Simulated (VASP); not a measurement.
# PbSe (Cmcm) in VASP: notebook, part 2 of 2

VASP 6.6.1. The steps go on from the part before.

## Step 4: Single point, PBE (strained)

Contents of INCAR:

```
SYSTEM = PbSe
PREC = Accurate
ENCUT = 500
EDIFF = 1E-6
ISMEAR = 0
SIGMA = 0.02
LREAL = .FALSE.
LASPH = .TRUE.
NELM = 120
ALGO = Normal
ISIF = 2
LWAVE = .FALSE.
LCHARG = .FALSE.
GGA = PE
NBANDS = 28
GGA_COMPAT = .FALSE.
```

Contents of KPOINTS:

```
Automatic mesh
0
G
  8 8 6
  0 0 0
```

Contents of POSCAR:

```
PbSe
1.0
    2.0535111952     -5.9951974609      0.0000000000
    2.0535111952      5.9951974609      0.0000000000
    0.0000000000      0.0000000000      4.6960273003
Pb Se
2 2
Direct
    0.6289173075      0.3710826925      0.7500000000
    0.3710826925      0.6289173075      0.2500000000
    0.8549847966      0.1450152034      0.7500000000
    0.1450152034      0.8549847966      0.2500000000
```

Potentials or basis: VASP PAW PBE potentials, release 64 (Pb_d, Se).

Run with:

```bash
cat potpaw_PBE.64/Pb_d/POTCAR potpaw_PBE.64/Se/POTCAR > POTCAR
mpirun -np 1 vasp_std > vasp.out
```

OUTCAR:

```text
SYSTEM = PbSe
   PREC = Accurate
   ENCUT = 500
   EDIFF = 1E-6
   ISMEAR = 0
   LREAL = .FALSE.
   LASPH = .TRUE.
   NELM = 120
   ISIF = 2
   GGA = PE

 ion  position               nearest neighbor table
   1  0.629  0.371  0.750-   3 2.71   4 3.13   4 3.13   4 3.13   4 3.13   2 3.88   2 3.88
   2  0.371  0.629  0.250-   4 2.71   3 3.13   3 3.13   3 3.13   3 3.13   1 3.88   1 3.88
   3  0.855  0.145  0.750-   1 2.71   2 3.13   2 3.13   2 3.13   2 3.13
   4  0.145  0.855  0.250-   2 2.71   1 3.13   1 3.13   1 3.13   1 3.13

  LATTYP: Found a base centered orthorhombic cell.
 ALAT       =     4.1070223904
[... 947 lines left out ...]
  --------------------------------------------------------------------------------------
  -------------------------------------------------------------------------------------
  Total        1.8527341      3.7330207     -0.6559258      0.0000000      0.0000000      0.0000000
  in kB       25.6721660     51.7261089     -9.0887496      0.0000000      0.0000000      0.0000000
  external PRESSURE =      22.7698418 kB  Pullay stress =       0.0000000 kB

 VOLUME and BASIS-vectors are now :
 -----------------------------------------------------------------------------
  energy-cutoff  :      500.00
  volume of cell :      115.63
      direct lattice vectors                 reciprocal lattice vectors
     2.053511195 -5.995197461  0.000000000     0.243485403 -0.083400089  0.000000000
     2.053511195  5.995197461  0.000000000     0.243485403  0.083400089  0.000000000
     0.000000000  0.000000000  4.696027300     0.000000000  0.000000000  0.212945951

 POSITION                                       TOTAL-FORCE (eV/Angst)
 -----------------------------------------------------------------------------------
      2.05351     -1.54577      3.52202         0.000000      0.528688      0.000000
      2.05351      1.54577      1.17401         0.000000     -0.528688     -0.000000
      2.05351     -4.25641      3.52202         0.000000     -0.741888     -0.000000
      2.05351      4.25641      1.17401         0.000000      0.741888      0.000000
 -----------------------------------------------------------------------------------
    total drift:                                0.000000      0.000000      0.000000

  FREE ENERGIE OF THE ION-ELECTRON SYSTEM (eV)
  ---------------------------------------------------
  free  energy   TOTEN  =       -16.0316504105 eV

  energy  without entropy=      -16.0316504105  energy(sigma->0) =      -16.03165041
```

OSZICAR:

```text
N       E                     dE             d eps       ncg     rms          rms(c)
DAV:   1     0.407342264553E+03    0.40734E+03   -0.18424E+04  4704   0.146E+03
DAV:   2     0.273456539445E+02   -0.38000E+03   -0.36922E+03  4784   0.388E+02
DAV:   3    -0.148264410738E+02   -0.42172E+02   -0.41086E+02  6080   0.148E+02
DAV:   4    -0.166220466479E+02   -0.17956E+01   -0.17899E+01  5532   0.327E+01
DAV:   5    -0.166841705672E+02   -0.62124E-01   -0.62117E-01  6004   0.649E+00    0.410E+00
DAV:   6    -0.160382149261E+02    0.64596E+00   -0.14009E+00  6528   0.791E+00    0.224E+00
DAV:   7    -0.160293132482E+02    0.89017E-02   -0.37675E-01  6080   0.264E+00    0.132E+00
DAV:   8    -0.160350202065E+02   -0.57070E-02   -0.56254E-02  6220   0.205E+00    0.321E-01
DAV:   9    -0.160314199287E+02    0.36003E-02   -0.13944E-02  6536   0.101E+00    0.729E-02
DAV:  10    -0.160316282095E+02   -0.20828E-03   -0.12473E-03  5240   0.166E-01    0.345E-02
DAV:  11    -0.160316515599E+02   -0.23350E-04   -0.13499E-04  6672   0.844E-02    0.121E-02
DAV:  12    -0.160316506622E+02    0.89766E-06   -0.16042E-05  5552   0.225E-02    0.257E-03
DAV:  13    -0.160316504105E+02    0.25173E-06   -0.16565E-06  3388   0.119E-02
   1 F= -.16031650E+02 E0= -.16031650E+02  d E =-.343589E-11
```

Wall time 7.7 min (1 thread of Intel Xeon 8259CL, shared host); peak memory 0.43 GiB.

Results:

| Item | Value |
| --- | --- |
| Free energy | -16.0317 eV |
| Pressure | 2.3 GPa |
| Largest force | 0.742 eV/Å |
| Band gap on the k mesh | 0.85 eV, indirect (least direct gap 1.10 eV) |

Forces on the atoms (eV/Å):
```
Pb   0.000  0.529  0.000
Pb   0.000 -0.529  0.000
Se   0.000 -0.742  0.000
Se   0.000  0.742  0.000
```

Caveat: the cell differs from its parent crystal (strained); spin-orbit coupling is left out, which moves the levels of the heavy elements.

## Step 5: Single point, PBE (strained)

Contents of INCAR:

```
SYSTEM = PbSe
PREC = Accurate
ENCUT = 500
EDIFF = 1E-6
ISMEAR = 0
SIGMA = 0.02
LREAL = .False.
LASPH = .True.
NELM = 120
ALGO = Normal
ISIF = 2
LWAVE = .False.
LCHARG = .True.
GGA = PE
LELF = .True.
LVHAR = .True.
NBANDS = 28
GGA_COMPAT = .False.
```

Contents of KPOINTS:

```
Automatic mesh
0
Gamma
  8 8 6
  0 0 0
```

Contents of POSCAR:

```
PbSe
1.0
    2.2803766026     -6.3053911784      0.0000000000
    2.2803766026      6.3053911784      0.0000000000
    0.0000000000      0.0000000000      4.7071090292
Pb Se
2 2
Direct
    0.6339715807      0.3660284193      0.7500000000
    0.3660284193      0.6339715807      0.2500000000
    0.8547361614      0.1452638386      0.7500000000
    0.1452638386      0.8547361614      0.2500000000
```

Run with:

```bash
cat potpaw_PBE.64/Pb_d/POTCAR potpaw_PBE.64/Se/POTCAR > POTCAR
mpirun -np 1 vasp_std > vasp.out
```

It took 9.5 min on 1 thread of Intel Xeon 8259CL, shared host; peak memory 0.46 GiB.

Results (log left out):

| Property | Result |
| --- | --- |
| Free energy | -15.9856 eV |
| Pressure | -2.9 GPa |
| Largest force | 0.198 eV/Å |
| Band gap on the k mesh | 1.33 eV, direct |

Forces in eV/Å, atoms in the order of the input:
```
Pb   0.000 -0.080  0.000
Pb   0.000  0.080  0.000
Se   0.000 -0.198  0.000
Se   0.000  0.198  0.000
```

Stress tensor (GPa, compression positive):
```
-4.18  0.00  0.00
 0.00 -0.25  0.00
 0.00  0.00 -4.40
```

Levels at points of the mesh, in eV from the valence-band top:
```
           k point  band 18  band 19  band 20  band 21  band 22  band 23
(0.00, 0.00, 0.00)    -0.86    -0.67    -0.18     4.06     4.59     4.63
(0.50, 0.00, 0.00)    -0.61    -0.47    -0.29     1.68     1.84     2.09
(0.50, 0.50, 0.00)    -1.06    -0.52    -0.13     1.48     3.75     4.32
(0.00, 0.00, 0.50)    -0.55    -0.15    -0.15     1.77     1.77     2.50
(0.50, 0.00, 0.50)    -2.08    -0.88    -0.88     3.53     3.53     4.61
(0.50, 0.50, 0.50)    -0.66    -0.37    -0.37     1.49     1.49     2.88
```

Caveat: the cell differs from its parent crystal (strained); spin-orbit coupling is left out, which moves the levels of the heavy elements.

## Step 6: Summary

| level | cell | cutoff (eV) | gap on the mesh (eV) | pressure (GPa) | largest force (eV/Å) |
| --- | --- | --- | --- | --- | --- |
| PBEsol | a = 6.587, b = 6.587, c = 4.509 Å, angles 90.0, 90.0, 141.3°, 4 atoms | 520 | 1.07 | -3.3 | 0.20 |
| PBE | a = 6.581, b = 6.581, c = 4.484 Å, angles 90.0, 90.0, 141.5°, 4 atoms | 520 | 1.12 | 0.0 | 0.01 |
| PBE | a = 6.337, b = 6.337, c = 4.696 Å, angles 90.0, 90.0, 142.2°, 4 atoms | 500 | 0.85 | 2.3 | 0.74 |
| PBE | a = 6.705, b = 6.705, c = 4.707 Å, angles 90.0, 90.0, 140.2°, 4 atoms | 500 | 1.33 | -2.9 | 0.20 |

Alike in all rows: task single point; potentials or basis VASP PAW PBE potentials, release 64 (Pb_d, Se); no spin polarisation; k mesh 8 × 8 × 6; smearing gaussian 0.02 eV.

Caveats: spin-orbit coupling is left out, which moves the levels of the heavy elements; the PAW data sets were made with another functional, which shifts forces and pressure a little (some runs).

Total energies depend on the potentials used, so only differences within one code and one set of settings carry meaning.
